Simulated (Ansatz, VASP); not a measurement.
**Mo3N4 in VASP and in Ansatz**

```
Mo N
1.0
     4.01922    0.00000    0.00000
     0.00000    4.01922    0.00000
     0.00000    0.00000    4.01922
Mo N
3 4
Direct
  0.50000 0.50000 0.00000
  0.00000 0.50000 0.50000
  0.50000 0.00000 0.50000
  0.50000 0.50000 0.50000
  0.50000 0.00000 0.00000
  0.00000 0.50000 0.00000
  0.00000 0.00000 0.50000
```

Alike in both runs: task relaxation of cell and atoms; functional PBE; k mesh 6 × 6 × 6; occupations gaussian, width 0.1 eV; no spin polarisation.

|  | VASP | Ansatz |
| --- | --- | --- |
| version | VASP 6.6.1 | Ansatz 0.2.0 |
| potentials or method | VASP PAW PBE potentials, release 64 (Mo_sv, N), cutoff 600 eV | scalar-relativistic, plane waves, PAW |
| valence electrons in the cell | 62 | 62 |

Ansatz gave:

```
gap on the k mesh at the Fermi level, each at its own relaxed structure (eV) : none
relaxed volume (Å³/atom)                                                     : 10.60
relaxed cell length with the largest relative difference (Å)                 : 4.203
```

Problem. Which values does VASP return?

Solution. gap on the k mesh at the Fermi level, each at its own relaxed structure (eV): none; relaxed volume (Å³/atom): 10.62; relaxed cell length with the largest relative difference (Å): 4.204.

A gap of «none» marks a metal or a gap that the smearing closes.
